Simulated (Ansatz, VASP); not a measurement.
Ti in VASP and in Ansatz

The input INCAR:

```
ALGO = Fast
EDIFF = 1E-6
ENCUT = 520
GGA = PS
ISIF = 2
ISMEAR = -1
LASPH = T
LCHARG = F
LREAL = F
LWAVE = F
NBANDS = 12
NELM = 100
PREC = Accurate
SIGMA = 0.15
```

File KPOINTS:

```
k-points
0
Gamma
  20 20 20
```

Contents of POSCAR:

```
Ti
1.0
    0.0000000000      2.0453006594      2.0453006594
    2.0453006594      0.0000000000      2.0453006594
    2.0453006594      2.0453006594      0.0000000000
Ti
1
Direct
    0.0000000000      0.0000000000      0.0000000000
```

Input for Ansatz:

```yaml
crystal:
  lattice:
    - [0.0, 2.0453006594, 2.0453006594]
    - [2.0453006594, 0.0, 2.0453006594]
    - [2.0453006594, 2.0453006594, 0.0]
  atoms:
    - { symbol: Ti, position: [0.0, 0.0, 0.0] }
basis:
  ecutwfc: 420
kpoints:
  mp_grid: { grid: [20, 20, 20] }
hamiltonian:
  xc: pbesol
scf:
  occupations: { method: fermi_dirac, width: 0.15 }
output:
  forces: true
  stress: true
  eigenvalues: true
```

Alike in both runs: task single point; functional PBEsol; k mesh 20 × 20 × 20; occupations fermi-dirac, width 0.15 eV; no spin polarisation.

|  | VASP | Ansatz |
| --- | --- | --- |
| version | VASP 6.6.1 | Ansatz 0.2.0 |
| potentials or method | VASP PAW PBE potentials, release 64 (Ti_sv), cutoff 520 eV | scalar-relativistic, plane waves, PAW |
| valence electrons in the cell | 12 | 12 |

Ansatz gave:

| Property | Result |
| --- | --- |
| gap on the k mesh at the Fermi level (eV) | none |
| pressure (GPa) | -2.2 |

Question: Which values does VASP return?

Answer: gap on the k mesh at the Fermi level (eV): none; pressure (GPa): -2.4.

VASP's potentials were made for PBE, not for PBEsol. A gap of «none» marks a metal or a gap that the smearing closes. The functional is the same, so the differences come from potentials, cutoffs and numerics.
